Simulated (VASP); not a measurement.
# BeTe (I-4m2) in VASP: single point with HSE06

Aim: the single point of BeTe with HSE06.

Program: VASP 6.6.1. These are calculated values, not measurements. Logs are shortened: lines on timing, memory, paths and dates and some standing lists are left out, and cuts for length are marked.

**1. The cell of the first run**

It takes space group I-4m2 (No. 119, tetragonal). Conventional cell: a = 4.120 Å, b = 4.120 Å, c = 5.525 Å, α = 90.00°, β = 90.00°, γ = 90.00°. Be (site symmetry -4m2) has 4 Te at 2.48 Å within 3.3 Å. Within 3.3 Å of Te (site symmetry -4m2) lie 4 Be at 2.48 Å.

**2. Single point, HSE06 (epitaxial xy strain +3.0%)**

POSCAR reads:

```
BeTe
1.0
    0.0000000000      2.9134823310      2.7623335121
    2.9134823310      0.0000000000      2.7623335121
    2.9134823310      2.9134823310      0.0000000000
Be Te
1 1
Direct
    0.0000000000      0.0000000000      0.0000000000
    0.2500000000      0.2500000000      0.2500000000
```

INCAR.step1 reads:

```
SYSTEM = BeTe
ALGO = Normal
EDIFF = 1E-5
ENCUT = 520
GGA = PE
ISIF = 2
ISMEAR = 0
LASPH = .True.
LREAL = .False.
LWAVE = .True.
NBANDS = 11
NELM = 100
PREC = Accurate
SIGMA = 0.01
```

INCAR.step2 reads:

```
SYSTEM = BeTe
ALGO = Normal
EDIFF = 1E-6
ENCUT = 520
GGA = PE
HFSCREEN = 0.2079
ISIF = 2
ISMEAR = 0
ISTART = 1
LASPH = .True.
LCHARG = .True.
LELF = .True.
LHFCALC = .True.
LREAL = .False.
LVHAR = .True.
LWAVE = .False.
NBANDS = 11
NELM = 100
PREC = Accurate
PRECFOCK = Normal
SIGMA = 0.01
```

KPOINTS reads:

```
k-points
0
Gamma
  6 6 6
  0 0 0
```

Potentials or basis: VASP PAW PBE potentials, release 64 (Be, Te).

Command:

```bash
> cat potpaw_PBE.64/Be/POTCAR potpaw_PBE.64/Te/POTCAR > POTCAR
> cp INCAR.step1 INCAR
> mpirun -np 1 vasp_std > vasp.out
> cp INCAR.step2 INCAR
> mpirun -np 1 vasp_std > vasp.out
```

OUTCAR:

```text
SYSTEM = BeTe
   EDIFF = 1E-6
   ENCUT = 520
   GGA = PE
   HFSCREEN = 0.2079
   ISIF = 2
   ISMEAR = 0
   ISTART = 1
   LASPH = .True.
   LHFCALC = .True.
   LREAL = .False.
   NELM = 100
   PREC = Accurate
   PRECFOCK = Normal

 ion  position               nearest neighbor table
   1  0.000  0.000  0.000-   2 2.48   2 2.48   2 2.48   2 2.48
   2  0.250  0.250  0.250-   1 2.48   1 2.48   1 2.48   1 2.48

  LATTYP: Found a body centered tetragonal cell.
 ALAT       =     4.1202862262
 C/A-ratio  =     1.3408454464

  Lattice vectors:

 A1 = (   0.0000000000,  -2.9134823310,  -2.7623335121)
 A2 = (   0.0000000000,   2.9134823310,  -2.7623335121)
 A3 = (   2.9134823310,   0.0000000000,   2.7623335121)

Analysis of symmetry for initial positions (statically):
=====================================================================
 Subroutine PRICEL returns:
 Original cell was already a primitive cell.

 Routine SETGRP: Setting up the symmetry group for a
 body centered tetragonal supercell.

 Subroutine GETGRP returns: Found  8 space group operations
 (whereof  8 operations were pure point group operations)
 out of a pool of 16 trial point group operations.

The static configuration has the point symmetry D_2d.

Analysis of symmetry for dynamics (positions and initial velocities):
=====================================================================
 Subroutine PRICEL returns:
 Original cell was already a primitive cell.

 Routine SETGRP: Setting up the symmetry group for a
 body centered tetragonal supercell.

 Subroutine GETGRP returns: Found  8 space group operations
 (whereof  8 operations were pure point group operations)
 out of a pool of 16 trial point group operations.

The dynamic configuration has the point symmetry D_2d.

 Subroutine INISYM returns: Found  8 space group operations
 (whereof  8 operations are pure point group operations),
 and found     1 'primitive' translations

----------------------------------------------------------------------------------------

                                     Primitive cell

  volume of cell :      46.8955

  direct lattice vectors                    reciprocal lattice vectors
     0.000000000  2.913482331  2.762333512    -0.171615937  0.171615937  0.181006384
     2.913482331  0.000000000  2.762333512     0.171615937 -0.171615937  0.181006384
     2.913482331  2.913482331  0.000000000     0.171615937  0.171615937 -0.181006384

  length of vectors
     4.014830722  4.014830722  4.120286226     0.302766198  0.302766198  0.302766198

  position of ions in fractional coordinates (direct lattice)
     0.000000000  0.000000000  0.000000000
     0.250000000  0.250000000  0.250000000

  ion indices of the primitive-cell ions
   primitive index   ion index
                 1           1
                 2           2

----------------------------------------------------------------------------------------

 KPOINTS: k-points

Automatic generation of k-mesh.
 Grid dimensions read from file:
 generate k-points for:    6    6    6

 Generating k-lattice:

  Cartesian coordinates                     Fractional coordinates (reciprocal lattice)
    -0.028602656  0.028602656  0.030167731     0.166666667 -0.000000000  0.000000000
     0.028602656 -0.028602656  0.030167731    -0.000000000  0.166666667  0.000000000
     0.028602656  0.028602656 -0.030167731     0.000000000  0.000000000  0.166666667

  Length of vectors
     0.050461033  0.050461033  0.050461033

  Shift w.r.t. Gamma in fractional coordinates (k-lattice)
     0.000000000  0.000000000  0.000000000

 Subroutine IBZKPT returns following result:
 ===========================================

 Found     30 irreducible k-points:

 Following reciprocal coordinates:
            Coordinates               Weight
  0.000000  0.000000  0.000000      1.000000
  0.166667 -0.000000  0.000000      8.000000
  0.333333 -0.000000  0.000000      8.000000
  0.500000 -0.000000  0.000000      4.000000
  0.166667  0.166667  0.000000      2.000000
  0.333333  0.166667  0.000000      8.000000
[... 16 lines left out ...]
  0.333333  0.000000  0.333333      4.000000
  0.500000  0.000000  0.333333     16.000000
 [... further k-points ...]
   k-points           NKPTS =     30   k-points in BZ     NKDIM =    216   number of bands    NBANDS=     11
   number of dos      NEDOS =    301   number of ions     NIONS =      2
   total plane-waves  NPLWV =  28800
   dimension x,y,z NGX =    30 NGY =   30 NGZ =   32
   dimension x,y,z NGXF=    60 NGYF=   60 NGZF=   64
   ions per type =               1   1
   NGX,Y,Z   is equivalent  to a cutoff of  12.42, 12.42, 12.91 a.u.
   NGXF,Y,Z  is equivalent  to a cutoff of  24.84, 24.84, 25.82 a.u.
 SYSTEM =  BeTe
   PREC   = accura    normal or accurate (medium, high low for compatibility)
   ISTART =      1    job   : 0-new  1-cont  2-samecut
   ICHARG =      0    charge: 1-file 2-atom 10-const
   ISPIN  =      1    spin polarized calculation?
   LNONCOLLINEAR =      F non collinear calculations
   LSORBIT =      F    spin-orbit coupling
   LASPH  =      T    aspherical Exc in radial PAW
   ENCUT  =  520.0 eV  38.22 Ry    6.18 a.u.   7.46  7.46  7.66*2*pi/ulx,y,z
   NELM   =    100;   NELMIN=  2; NELMDL=  0     # of ELM steps
   EDIFF  = 0.1E-05   stopping-criterion for ELM
   LREAL  =      F    real-space projection
   EDIFFG = 0.1E-04   stopping-criterion for IOM
   NSW    =      0    number of steps for IOM
   IBRION =     -1    ionic relax: 0-MD 1-quasi-New 2-CG
   NFREE  =      0    steps in history (QN), initial steepest desc. (CG)
   ISIF   =      2    stress and relaxation
   ISYM   =      3    0-nonsym 1-usesym 2-fastsym
   POTIM  = 0.5000    time-step for ionic-motion
   TEBEG  =    0.0;   TEEND  =   0.0 temperature during run
   PSTRESS=    0.0 pullay stress
   NELECT =       8.0000    total number of electrons
   NUPDOWN=      -1.0000    fix difference up-down
   EMIN   =  10.00;   EMAX   =-10.00  energy-range for DOS
   EFERMI =   0.00;   METHOD = LEGACY
   ISMEAR =     0;   SIGMA  =   0.01  broadening in eV -4-tet -1-fermi 0-gaus
   EFERMI_NEDOS =   21; number of points for ismear=-14 and -15
   IALGO  =     38    algorithm
   IMIX   =      1    mixing-type and parameters
     AMIX     =   0.40;   BMIX     =  1.00
     AMIX_MAG =   1.60;   BMIX_MAG =  1.00
  volume/ion in A,a.u.               =      23.45       158.23
  Fermi-wavevector in a.u.,A,eV,Ry     =   0.907948  1.715774 11.216240  0.824370
  Thomas-Fermi vector in A             =   2.031817
   LORBIT       =      0    0 simple, 1 ext, 2 COOP (PROOUT), +10 PAW based schemes
   GGA     = PE    functional components
   LHFCALC =     T    Hartree Fock is set to
   PRECFOCK=normal    Normal, Fast or Accurate (Low or Medium for compatibility)
   ENCUT4O =  -1.0   cutoff for four orbital integrals eV
   NKREDX  =     1    reduce k-point grid by
   NKREDY  =     1    reduce k-point grid by
   NKREDZ  =     1    reduce k-point grid by
   AEXX    =    0.2500 exact exchange contribution
   HFSCREEN=    0.2079 screening length (either q_TF or 0.3 A-1)
   HFSCREENC=   0.2079 screening length for correlation (either q_TF or 0.3 A-1)
   ENCUTFOCK=  -1.0 apply spherical cutoff to Coloumb kernel
   IVDW    =     0    specifies the selected vdW correction
   LEPSILON=     F    determine dielectric tensor
   LRPA    =     F    only Hartree local field effects (RPA)
 non-spin polarized calculation
 Gauss-broadening in eV      SIGMA  =   0.01
  energy-cutoff  :      520.00
  volume of cell :       46.90
 maximum number of plane-waves:      1287
 NGX is ok and might be reduce to    30
  NGX = 24; NGY = 24; NGZ = 24

 number of electron       8.0000000 magnetization

 Free energy of the ion-electron system (eV)
  ---------------------------------------------------
  ext. energy  EPLUGINS =         0.00000000
  ---------------------------------------------------
  free energy    TOTEN  =        -8.71499692 eV

  energy without entropy =       -8.71499692  energy(sigma->0) =       -8.71499692

 E-fermi :   4.3084     XC(G=0):  -7.4150

 val. band max:        4.2567691279   @ k =   0.0000   0.0000   0.0000
 cond. band min:       6.6290926081   @ k =   0.5000   0.5000   0.0000
 fundamental gap:      2.3723234802
 Fermi energy:         4.3083740604

 k-point     1 :       0.0000    0.0000    0.0000
  band No.  band energies     occupation
      1      -9.0247      2.00000
      2       3.9954      2.00000
      3       3.9954      2.00000
      4       4.2568      2.00000
      5       8.2973      0.00000
      6       8.5436      0.00000
      7       8.6459      0.00000
      8       8.6459      0.00000
      9      13.3644      0.00000
     10      14.7476      0.00000
     11      15.6685      0.00000

 k-point     2 :       0.1667   -0.0000    0.0000
  band No.  band energies     occupation
      1      -8.7552      2.00000
      2       2.0465      2.00000
      3       3.5884      2.00000
      4       3.8503      2.00000
      5       8.2142      0.00000
      6       9.1337      0.00000
      7       9.1562      0.00000
      8      10.5150      0.00000
      9      13.8411      0.00000
     10      13.9421      0.00000
     11      14.4275      0.00000

 k-point     3 :       0.3333   -0.0000    0.0000
  band No.  band energies     occupation
      1      -8.0851      2.00000
      2      -0.5408      2.00000
      3       2.9773      2.00000
      4       3.3625      2.00000
      5       7.8517      0.00000
      6       9.4833      0.00000
      7       9.7706      0.00000
      8      12.8407      0.00000
      9      14.0991      0.00000
     10      14.7152      0.00000
     11      14.8476      0.00000
[... 267 lines left out ...]
 k-point    23 :       0.3333    0.0000    0.3333
  band No.  band energies     occupation
      1      -7.8021      2.00000
      2      -0.2117      2.00000
      3       1.9277      2.00000
      4       2.0369      2.00000
      5       7.2583      0.00000
      6       8.4504      0.00000
      7      12.3929      0.00000
      8      13.2591      0.00000
      9      14.6195      0.00000
     10      16.8441      0.00000
     11      17.2383      0.00000

 k-point    24 :       0.5000    0.0000    0.3333
  band No.  band energies     occupation
      1      -7.3313      2.00000
      2      -1.0006      2.00000
      3       0.9142      2.00000
      4       1.8368      2.00000
      5       7.5503      0.00000
      6       9.1201      0.00000
      7      12.5878      0.00000
      8      13.4849      0.00000
      9      15.6344      0.00000
     10      17.1325      0.00000
     11      17.4944      0.00000

 [... further k-points ...]

------------------------ aborting loop because EDIFF is reached ----------------------------------------

  FORCE on cell =-STRESS in cart. coord.  units (eV):
  Direction    XX          YY          ZZ          XY          YZ          ZX
  --------------------------------------------------------------------------------------
  -------------------------------------------------------------------------------------
  Total       -1.1352842     -1.1352842     -0.2411331      0.0000000     -0.0000000      0.0000000
  in kB      -38.7868306    -38.7868306     -8.2382789      0.0000000     -0.0000000      0.0000000
  external PRESSURE =     -28.6039800 kB  Pullay stress =       0.0000000 kB

 VOLUME and BASIS-vectors are now :
 -----------------------------------------------------------------------------
  energy-cutoff  :      520.00
  volume of cell :       46.90
      direct lattice vectors                 reciprocal lattice vectors
     0.000000000  2.913482331  2.762333512    -0.171615937  0.171615937  0.181006384
     2.913482331  0.000000000  2.762333512     0.171615937 -0.171615937  0.181006384
     2.913482331  2.913482331  0.000000000     0.171615937  0.171615937 -0.181006384

 POSITION                                       TOTAL-FORCE (eV/Angst)
 -----------------------------------------------------------------------------------
      0.00000      0.00000      0.00000         0.000000      0.000000      0.000000
      1.45674      1.45674      1.38117        -0.000000     -0.000000     -0.000000
 -----------------------------------------------------------------------------------
    total drift:                               -0.000000      0.000000     -0.000001

  FREE ENERGIE OF THE ION-ELECTRON SYSTEM (eV)
  ---------------------------------------------------
  free  energy   TOTEN  =        -8.7149969191 eV

  energy  without entropy=       -8.7149969191  energy(sigma->0) =       -8.71499692
```

Wall time 29 min (1 thread of AMD EPYC 7R43 (Zen 3), shared host); peak memory 0.27 GiB.

What came out:

* Free energy: -8.7150 eV
* Pressure: -2.9 GPa
* Band gap on the k mesh: 2.37 eV (least direct gap 4.04 eV)

Stress tensor (GPa, compression positive):
```
-3.88  0.00  0.00
 0.00 -3.88  0.00
 0.00  0.00 -0.82
```

Caveat: the cell differs from its parent crystal (epitaxial xy strain +3.0%); the PAW data sets were made with another functional, which shifts forces and pressure a little; spin-orbit coupling is left out, which moves the levels of the heavy elements. A k mesh can miss the band edges.
